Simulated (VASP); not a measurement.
Crystal: TaN.

```
Ta N
1.0
     0.00000    2.17900    2.17900
     2.17900    0.00000    2.17900
     2.17900    2.17900    0.00000
Ta N
1 1
Direct
  0.50000 0.50000 0.50000
  0.00000 0.00000 0.00000
```

Base run:

| Property | Result |
| --- | --- |
| Program | VASP 6.6.1 |
| Functional | LDA |
| Potentials or basis | VASP PAW LDA potentials, release 64 (Ta_sv_GW, N) |
| Cutoff | 600 eV |
| k mesh | 18 × 18 × 18 |
| Occupations | gaussian, width 0.15 eV |
| Spin | no spin polarisation |

Its results: band gap on the k mesh zero (band 9 reaches 15.88 eV, above the bottom of band 10 at 11.71 eV); pressure -1.3 GPa.

**Question.** The run is repeated on the same cell with these changes: potentials or basis from VASP PAW LDA potentials, release 64 (Ta_sv_GW, N) to VASP PAW LDA potentials, release 64 (Ta_pv, N); cutoff from 600 eV to 520 eV; further incar settings from ALGO = Normal; EDIFF = 1e-06; NBANDS = 16 to ALGO = Normal; EDIFF = 1e-06; NBANDS = 15; valence electrons from 18 to 16. What comes out?

**Answer.** Band gap on the k mesh zero (band 8 reaches 11.68 eV, above the bottom of band 9 at 7.50 eV); pressure -0.5 GPa.

Caveats: spin-orbit coupling is left out, which moves the levels of the heavy elements.
